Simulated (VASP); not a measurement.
# Mg8HO8 (a cell with a defect) in VASP: single point with PBE

Aim: the single point of Mg8HO8 (a cell with a defect) with PBE.

Program: VASP 6.6.1. These are calculated values, not measurements. Logs are shortened: lines on timing, memory, paths and dates and some standing lists are left out, and cuts for length are marked.

**1. The cell of the first run**

The cell holds a defect, 17 atoms: a = 5.978 Å, b = 5.978 Å, c = 5.978 Å, α = 60.00°, β = 60.00°, γ = 60.00°.

**2. Single point, PBE**

Contents of INCAR:

```
SYSTEM = Mg8HO8
PREC = Accurate
ENCUT = 520
EDIFF = 1E-6
ISMEAR = 0
SIGMA = 0.05
LREAL = Auto
LASPH = .TRUE.
NELM = 60
ALGO = Normal
ISIF = 2
LWAVE = .FALSE.
LCHARG = .TRUE.
GGA = PE
LELF = .TRUE.
LVHAR = .TRUE.
NBANDS = 46
NELECT = 64.0
```

Contents of KPOINTS:

```
Automatic mesh
0
G
  2 2 2
  0 0 0
```

Contents of POSCAR:

```
Mg8HO8
1.0
    0.0000000000      4.2270000000      4.2270000000
    4.2270000000      0.0000000000      4.2270000000
    4.2270000000      4.2270000000      0.0000000000
Mg O H
8 8 1
Direct
   -0.0053118051     -0.0007582210      0.0063077833
   -0.0075735746     -0.0034779986      0.4999180270
   -0.0044123492      0.5023181926     -0.0007279394
   -0.0076133191      0.5106909155      0.4999800095
    0.4747045186     -0.0247771469      0.0136572037
    0.4927894488      0.0059770523      0.4948613674
    0.4744803643      0.5363445706      0.0136840549
    0.4852058197      0.5073607760      0.4996605157
    0.2608199669      0.2536837000      0.2313591199
    0.2422303052      0.2508943695      0.7502172936
    0.2306380412      0.7539228767      0.2611516442
    0.2421661935      0.7562683937      0.7502310149
    0.7414383724      0.2571029099      0.2483025787
    0.7467762006      0.2546132009      0.7437016797
    0.7414691270      0.7524925479      0.2484717294
    0.7384937308      0.7542796309      0.7526042110
    0.5979758694      0.2409654601     -0.0793588834
```

Potentials or basis: VASP PAW PBE potentials, release 64 (Mg, O, H).

Command:

```console
$ cat potpaw_PBE.64/Mg/POTCAR potpaw_PBE.64/O/POTCAR potpaw_PBE.64/H/POTCAR > POTCAR
$ mpirun -np 1 vasp_std > vasp.out
```

OUTCAR:

```text
SYSTEM = Mg8HO8
   PREC = Accurate
   ENCUT = 520
   EDIFF = 1E-6
   ISMEAR = 0
   LREAL = Auto
   LASPH = .TRUE.
   NELM = 60
   ISIF = 2
   GGA = PE
   NELECT = 64.0

 ion  position               nearest neighbor table
   1  0.995  0.999  0.006-  11 2.08  12 2.11  10 2.11  13 2.11  15 2.11  14 2.16  17 2.24   7 2.82
                             5 2.82   4 2.94   2 2.94   6 2.96   3 2.99   3 2.99   6 3.02   2 3.04
   2  0.992  0.997  0.500-  11 2.03  16 2.10  12 2.11  14 2.12  13 2.13   9 2.22   5 2.90   4 2.90
                             8 2.94   1 2.94   3 2.97   6 2.97   6 3.00   3 3.01   1 3.04   8 3.04
   3  0.996  0.502  0.999-   9 2.10  13 2.11  15 2.11  10 2.12  12 2.12  16 2.13   8 2.96   4 2.97
                             2 2.97   5 2.98   7 2.98   1 2.99   1 2.99   2 3.01   4 3.01   5 3.01
   4  0.992  0.511  0.500-  11 2.04  16 2.10  10 2.11  14 2.12  15 2.12   9 2.22   7 2.90   2 2.90
                             8 2.94   1 2.94   3 2.97   6 2.97   6 3.00   3 3.01   1 3.04   8 3.04
   5  0.475  0.975  0.014-  17 1.80  11 1.97  16 2.05  10 2.10   9 2.12  15 2.13  14 2.33   7 2.62
                             1 2.82   8 2.85   2 2.90   6 2.96   3 2.98   3 3.01   6 3.03   2 3.09
   6  0.493  0.006  0.495-   9 2.10  13 2.11  15 2.11  10 2.11  12 2.12  16 2.13   1 2.96   7 2.96
                             5 2.96   2 2.97   4 2.97   8 2.99   8 2.99   4 3.00   2 3.00   1 3.02
   7  0.474  0.536  0.014-  17 1.80  11 1.97  16 2.05  12 2.10   9 2.12  13 2.13  14 2.33   5 2.62
                             1 2.82   8 2.85   4 2.90   6 2.96   3 2.98   3 3.02   6 3.03   4 3.09
   8  0.485  0.507  0.500-  11 2.08  10 2.11  12 2.11  15 2.12  13 2.12  14 2.14   7 2.85   5 2.85
                             2 2.94   4 2.94   3 2.96   6 2.99   6 2.99   3 3.02   4 3.04   2 3.04
   9  0.261  0.254  0.231-   6 2.10   3 2.10   5 2.12   7 2.12   2 2.22   4 2.22
  10  0.242  0.251  0.750-   5 2.10   1 2.11   8 2.11   4 2.11   6 2.11   3 2.12
  11  0.231  0.754  0.261-   7 1.97   5 1.97   2 2.03   4 2.04   1 2.08   8 2.08
  12  0.242  0.756  0.750-   7 2.10   1 2.11   8 2.11   2 2.11   6 2.12   3 2.12
  13  0.741  0.257  0.248-   3 2.11   6 2.11   1 2.11   8 2.12   2 2.13   7 2.13
  14  0.747  0.255  0.744-  17 0.98   4 2.12   2 2.12   8 2.14   1 2.16   5 2.33   7 2.33
  15  0.741  0.752  0.248-   3 2.11   6 2.11   1 2.11   8 2.12   4 2.12   5 2.13
  16  0.738  0.754  0.753-   7 2.05   5 2.05   2 2.10   4 2.10   6 2.13   3 2.13
  17  0.598  0.241  0.921-  14 0.98   7 1.80   5 1.80   1 2.24

  LATTYP: Found a face centered cubic cell.
 ALAT       =     8.4540000000

  Lattice vectors:

 A1 = (   0.0000000000,   4.2270000000,   4.2270000000)
 A2 = (   4.2270000000,   0.0000000000,   4.2270000000)
 A3 = (   4.2270000000,   4.2270000000,   0.0000000000)

Analysis of symmetry for initial positions (statically):
=====================================================================
 Subroutine PRICEL returns:
 Original cell was already a primitive cell.

 Routine SETGRP: Setting up the symmetry group for a
 face centered cubic supercell.

 Subroutine GETGRP returns: Found  1 space group operations
 (whereof  1 operations were pure point group operations)
 out of a pool of 48 trial point group operations.

The static configuration has the point symmetry C_1 .

Analysis of symmetry for dynamics (positions and initial velocities):
=====================================================================
 Subroutine PRICEL returns:
 Original cell was already a primitive cell.

 Routine SETGRP: Setting up the symmetry group for a
 face centered cubic supercell.

 Subroutine GETGRP returns: Found  1 space group operations
 (whereof  1 operations were pure point group operations)
 out of a pool of 48 trial point group operations.

The dynamic configuration has the point symmetry C_1 .

 Subroutine INISYM returns: Found  1 space group operations
 (whereof  1 operations are pure point group operations),
 and found     1 'primitive' translations

----------------------------------------------------------------------------------------

                                     Primitive cell

  volume of cell :     151.0521

  direct lattice vectors                    reciprocal lattice vectors
     0.000000000  4.227000000  4.227000000    -0.118287201  0.118287201  0.118287201
     4.227000000  0.000000000  4.227000000     0.118287201 -0.118287201  0.118287201
     4.227000000  4.227000000  0.000000000     0.118287201  0.118287201 -0.118287201

  length of vectors
     5.977880728  5.977880728  5.977880728     0.204879443  0.204879443  0.204879443

  position of ions in fractional coordinates (direct lattice)
     0.994688195  0.999241779  0.006307783
     0.992426425  0.996522001  0.499918027
     0.995587651  0.502318193  0.999272061
[... 47 lines left out ...]
     0.059143601 -0.059143601  0.059143601     0.000000000  0.500000000  0.000000000
     0.059143601  0.059143601 -0.059143601     0.000000000  0.000000000  0.500000000

  Length of vectors
     0.102439721  0.102439721  0.102439721

  Shift w.r.t. Gamma in fractional coordinates (k-lattice)
     0.000000000  0.000000000  0.000000000

 Subroutine IBZKPT returns following result:
 ===========================================

 Found      8 irreducible k-points:

 Following reciprocal coordinates:
            Coordinates               Weight
  0.000000  0.000000  0.000000      1.000000
  0.500000  0.000000  0.000000      1.000000
  0.000000  0.500000  0.000000      1.000000
  0.000000  0.000000  0.500000      1.000000
  0.500000  0.500000  0.500000      1.000000
  0.500000  0.500000  0.000000      1.000000
  0.000000  0.500000  0.500000      1.000000
  0.500000  0.000000  0.500000      1.000000
   k-points           NKPTS =      8   k-points in BZ     NKDIM =      8   number of bands    NBANDS=     46
   number of dos      NEDOS =    301   number of ions     NIONS =     17
   total plane-waves  NPLWV = 110592
   dimension x,y,z NGX =    48 NGY =   48 NGZ =   48
   dimension x,y,z NGXF=    96 NGYF=   96 NGZF=   96
   ions per type =               8   8   1
   NGX,Y,Z   is equivalent  to a cutoff of  13.35, 13.35, 13.35 a.u.
   NGXF,Y,Z  is equivalent  to a cutoff of  26.70, 26.70, 26.70 a.u.
 SYSTEM =  Mg8HO8
   PREC   = accura    normal or accurate (medium, high low for compatibility)
   ISTART =      0    job   : 0-new  1-cont  2-samecut
   ICHARG =      2    charge: 1-file 2-atom 10-const
   ISPIN  =      1    spin polarized calculation?
   LNONCOLLINEAR =      F non collinear calculations
   LSORBIT =      F    spin-orbit coupling
   LASPH  =      T    aspherical Exc in radial PAW
   ENCUT  =  520.0 eV  38.22 Ry    6.18 a.u.  11.11 11.11 11.11*2*pi/ulx,y,z
   NELM   =     60;   NELMIN=  2; NELMDL= -5     # of ELM steps
   EDIFF  = 0.1E-05   stopping-criterion for ELM
   LREAL  =      T    real-space projection
   EDIFFG = 0.1E-04   stopping-criterion for IOM
   NSW    =      0    number of steps for IOM
   IBRION =     -1    ionic relax: 0-MD 1-quasi-New 2-CG
   NFREE  =      0    steps in history (QN), initial steepest desc. (CG)
   ISIF   =      2    stress and relaxation
   ISYM   =      2    0-nonsym 1-usesym 2-fastsym
   POTIM  = 0.5000    time-step for ionic-motion
   TEBEG  =    0.0;   TEEND  =   0.0 temperature during run
   PSTRESS=    0.0 pullay stress
   NELECT =      64.0000    total number of electrons
   NUPDOWN=      -1.0000    fix difference up-down
   EMIN   =  10.00;   EMAX   =-10.00  energy-range for DOS
   EFERMI =   0.00;   METHOD = LEGACY
   ISMEAR =     0;   SIGMA  =   0.05  broadening in eV -4-tet -1-fermi 0-gaus
   EFERMI_NEDOS =   21; number of points for ismear=-14 and -15
   IALGO  =     38    algorithm
   IMIX   =      4    mixing-type and parameters
     AMIX     =   0.40;   BMIX     =  1.00
     AMIX_MAG =   1.60;   BMIX_MAG =  1.00
  volume/ion in A,a.u.               =       8.89        59.96
  Fermi-wavevector in a.u.,A,eV,Ry     =   1.229587  2.323582 20.570431  1.511884
  Thomas-Fermi vector in A             =   2.364468
   LORBIT       =      0    0 simple, 1 ext, 2 COOP (PROOUT), +10 PAW based schemes
   GGA     = PE    functional components
   LHFCALC =     F    Hartree Fock is set to
   AEXX    =    0.0000 exact exchange contribution
   IVDW    =     0    specifies the selected vdW correction
   LEPSILON=     F    determine dielectric tensor
   LRPA    =     F    only Hartree local field effects (RPA)
 non-spin polarized calculation
 Gauss-broadening in eV      SIGMA  =   0.05
  energy-cutoff  :      520.00
  volume of cell :      151.05
 maximum number of plane-waves:      4092
 NGX is ok and might be reduce to    48
   NGX = 23   NGY = 23   NGZ = 23

 number of electron      63.9999999 magnetization

 Free energy of the ion-electron system (eV)
  ---------------------------------------------------
  ext. energy  EPLUGINS =         0.00000000
  ---------------------------------------------------
  free energy    TOTEN  =      -102.05646098 eV

  energy without entropy =     -102.05646098  energy(sigma->0) =     -102.05646098

 E-fermi :   3.5014     XC(G=0): -10.9986

 val. band max:        3.2545541038   @ k =   0.0000   0.0000   0.0000
 cond. band min:       7.4383971338   @ k =   0.0000   0.0000   0.0000
 fundamental gap:      4.1838430301
 Fermi energy:         3.5014475726

 k-point     1 :       0.0000    0.0000    0.0000
  band No.  band energies     occupation
      1     -16.6153      2.00000
      2     -13.7847      2.00000
      3     -12.9057      2.00000
      4     -12.6601      2.00000
      5     -12.4391      2.00000
      6     -12.4337      2.00000
[... 365 lines left out ...]
     43      14.4902      0.00000
     44      14.7343      0.00000
 [bands above 44 left out]

------------------------ aborting loop because EDIFF is reached ----------------------------------------

  FORCE on cell =-STRESS in cart. coord.  units (eV):
  Direction    XX          YY          ZZ          XY          YZ          ZX
  --------------------------------------------------------------------------------------
  -------------------------------------------------------------------------------------
  Total        0.1014696     -3.4418336      0.0508215     -0.3308404      0.3216468      4.0945476
  in kB        1.0762664    -36.5067959      0.5390530     -3.5091538      3.4116388     43.4299934
  external PRESSURE =     -11.6304922 kB  Pullay stress =       0.0000000 kB

 VOLUME and BASIS-vectors are now :
 -----------------------------------------------------------------------------
  energy-cutoff  :      520.00
  volume of cell :      151.05
      direct lattice vectors                 reciprocal lattice vectors
     0.000000000  4.227000000  4.227000000    -0.118287201  0.118287201  0.118287201
     4.227000000  0.000000000  4.227000000     0.118287201 -0.118287201  0.118287201
     4.227000000  4.227000000  0.000000000     0.118287201  0.118287201 -0.118287201

 POSITION                                       TOTAL-FORCE (eV/Angst)
 -----------------------------------------------------------------------------------
      4.25046      4.23121      8.42834        -0.006585      0.028380      0.011365
      6.32545      6.30814      8.40729        -0.003595     -0.003989     -0.003495
      6.34722      8.43227      6.33165         0.002065     -0.016350     -0.002364
      4.27211      6.30823      6.35351         0.003381     -0.002054      0.005651
      4.18000      2.06431      6.12884         0.001020     -0.014908     -0.012142
      2.11704      4.17480      2.10829         0.000744      0.000376     -0.001174
[... 9 lines left out ...]
      6.36960      6.30287      6.30995        -0.002177     -0.006599      0.000759
      4.91011      6.41919      3.54620         0.057770      0.107072     -0.084807
 -----------------------------------------------------------------------------------
    total drift:                               -0.005599      0.003091      0.005325

  FREE ENERGIE OF THE ION-ELECTRON SYSTEM (eV)
  ---------------------------------------------------
  free  energy   TOTEN  =      -102.0564609789 eV

  energy  without entropy=     -102.0564609789  energy(sigma->0) =     -102.05646098
```

Run time: 5 min. Hardware: 1 thread of Intel Xeon 8259CL, shared host; peak memory 0.33 GiB.

What came out:

```
Free energy   : -102.0565 eV
Largest force : 0.148 eV/Å
```

Forces in eV/Å, atoms in the order of the input:
```
Mg  -0.007  0.028  0.011
Mg  -0.004 -0.004 -0.003
Mg   0.002 -0.016 -0.002
Mg   0.003 -0.002  0.006
Mg   0.001 -0.015 -0.012
Mg   0.001  0.000 -0.001
Mg   0.018 -0.011  0.003
Mg   0.000 -0.019 -0.001
O    0.007 -0.006 -0.002
O    0.001 -0.007  0.001
O    0.008  0.001 -0.005
O    0.000 -0.006 -0.001
O   -0.004 -0.009 -0.002
O   -0.085 -0.021  0.081
O    0.002 -0.013  0.012
O   -0.002 -0.007  0.001
H    0.058  0.107 -0.085
```

Levels at points of the mesh, in eV from the Fermi level:
| k point | band 30 | band 31 | band 32 | band 33 | band 34 | band 35 |
| --- | --- | --- | --- | --- | --- | --- |
| (0.00, 0.00, 0.00) | -0.31 | -0.27 | -0.25 | 3.94 | 6.36 | 7.51 |
| (0.50, 0.00, 0.00) | -0.55 | -0.53 | -0.48 | 6.14 | 6.71 | 8.19 |
| (0.00, 0.50, 0.00) | -0.56 | -0.52 | -0.50 | 5.53 | 6.77 | 8.26 |
| (0.00, 0.00, 0.50) | -0.54 | -0.54 | -0.47 | 6.24 | 6.72 | 8.14 |
| (0.50, 0.50, 0.50) | -0.56 | -0.52 | -0.50 | 5.54 | 6.77 | 8.26 |
| (0.50, 0.50, 0.00) | -0.79 | -0.77 | -0.66 | 6.80 | 7.55 | 8.42 |
| (0.00, 0.50, 0.50) | -0.80 | -0.77 | -0.66 | 6.80 | 7.55 | 8.42 |
| (0.50, 0.00, 0.50) | -0.70 | -0.66 | -0.58 | 6.26 | 7.70 | 8.47 |

Caveat: the k points lie up to 0.64 Å⁻¹ apart; the cell carries a net charge on a neutralising background, which shifts energy and pressure; the cell is charged against a uniform background, so pressure and absolute levels hang on convention.
